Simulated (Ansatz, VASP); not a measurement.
## NaF: VASP beside Ansatz

Contents of INCAR:

```
ALGO = Normal
EDIFF = 1E-6
ENCUT = 520
ISIF = 2
ISMEAR = -1
LASPH = True
LCHARG = False
LREAL = False
LWAVE = False
NBANDS = 14
NELM = 60
PREC = Accurate
SIGMA = 0.03
```

File KPOINTS:

```
k-points
0
Gamma
  10 10 10
```

Contents of POSCAR:

```
NaF
1.0
    0.0000000000      2.3010331459      2.3010331459
    2.3010331459      0.0000000000      2.3010331459
    2.3010331459      2.3010331459      0.0000000000
Na F
1 1
Direct
    0.0000000000      0.0000000000      0.0000000000
    0.5000000000      0.5000000000      0.5000000000
```

Input for Ansatz:

```yaml
crystal:
  lattice:
    - [0.0, 2.3010331459, 2.3010331459]
    - [2.3010331459, 0.0, 2.3010331459]
    - [2.3010331459, 2.3010331459, 0.0]
  atoms:
    - { symbol: Na, position: [0.0, 0.0, 0.0] }
    - { symbol: F, position: [0.5, 0.5, 0.5] }
kpoints:
  mp_grid: { grid: [10, 10, 10] }
scf:
  occupations: { method: fermi_dirac, width: 0.03 }
hamiltonian:
  xc: lda
  pseudopotentials: { kind: all_electron, lapw: { basis_error: 0.00025 } }
output:
  forces: true
  stress: true
  eigenvalues: true
```

Change from the starting cell: volume scaled by 1.02.

Alike in both runs: task single point; functional LDA; k mesh 10 × 10 × 10; occupations fermi-dirac, width 0.03 eV; no spin polarisation.

```csv
,VASP,Ansatz
version,VASP 6.6.1,Ansatz 0.2.0
potentials or method,"VASP PAW LDA potentials, release 64 (Na_pv, F), cutoff 520 eV","all-electron LAPW, scalar-relativistic"
```

VASP gave:

| Item | Value |
| --- | --- |
| gap on the k mesh at the Fermi level (eV) | 6.07 |
| pressure (GPa) | -3.5 |

What did Ansatz give for the same quantities?

gap on the k mesh at the Fermi level (eV): 6.08; pressure (GPa): -3.4.

LDA's correlation is that of Perdew and Zunger in VASP and of Perdew and Wang (1992) in Ansatz. Ansatz ran all-electron here, and VASP with PAW potentials.
